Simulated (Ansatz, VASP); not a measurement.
**Co in VASP and in Ansatz**

File INCAR:

```
PREC = Accurate ; ENCUT = 520
EDIFF = 1E-6 ; ISMEAR = 0
SIGMA = 0.15 ; LREAL = False
LASPH = True ; NELM = 150
ALGO = Fast ; ISIF = 2
LWAVE = False ; LCHARG = True
ISPIN = 2 ; MAGMOM = 1.8 1.8
LORBIT = 11 ; LMAXMIX = 4
GGA = PS ; LELF = True
LVHAR = True ; NBANDS = 20
```

The input KPOINTS:

```
Automatic mesh
0
Gamma
  30 30 16
```

POSCAR

```
Co
1.0
    2.5256534305      0.0000000000      0.0000000000
   -1.2628267152      2.1872800320      0.0000000000
    0.0000000000      0.0000000000      3.7547835486
Co
2
Direct
    0.3333333333      0.6666666667      0.2500000000
    0.6666666667      0.3333333333      0.7500000000
```

Input for Ansatz:

```yaml
crystal:
  lattice:
    - [2.5256534305, 0.0, 0.0]
    - [-1.2628267152, 2.187280032, 0.0]
    - [0.0, 0.0, 3.7547835486]
  atoms:
    - { symbol: Co, position: [0.3333333333, 0.6666666667, 0.25], spin: 1.8 }
    - { symbol: Co, position: [0.6666666667, 0.3333333333, 0.75], spin: 1.8 }
basis:
  ecutwfc: 420
kpoints:
  mp_grid: { grid: [30, 30, 16] }
hamiltonian:
  xc: pbesol
scf:
  occupations: { method: gaussian, width: 0.15 }
output:
  forces: true
  stress: true
  eigenvalues: true
  populations: true
  write_density: true
  write_potential: true
  elf: true
  volumetric_format: npy
magnetization:
  spin_polarized: true
```

Alike in both runs: task single point; functional PBEsol; k mesh 30 × 30 × 16; occupations gaussian, width 0.15 eV; collinear spin.

|  | VASP | Ansatz |
| --- | --- | --- |
| version | VASP 6.6.1 | Ansatz 0.2.0 |
| potentials or method | VASP PAW PBE potentials, release 64 (Co), cutoff 520 eV | scalar-relativistic, plane waves, PAW |
| valence electrons in the cell | 18 | 34 |

```tsv
	VASP	Ansatz	Ansatz less VASP
gap on the k mesh at the Fermi level (eV)	none	none	-
pressure (GPa)	0.8	1.7	+0.87
traceless stress, the component that is largest in VASP (GPa)	17.13	17.78	+0.643
net moment per atom (μB)	1.54	1.55	+0.004
size of the moment on the site where the two differ most (μB)	1.55	1.61	+0.064
```

VASP's potentials were made for PBE, not for PBEsol. Site moments also hang on the region over which each program counts them. A gap of «none» marks a metal or a gap that the smearing closes. The functional is the same, so the differences come from potentials, cutoffs and numerics. VASP's potentials hold 18 valence electrons a cell and Ansatz's 34, so a difference there can come from the potentials and not from the codes.
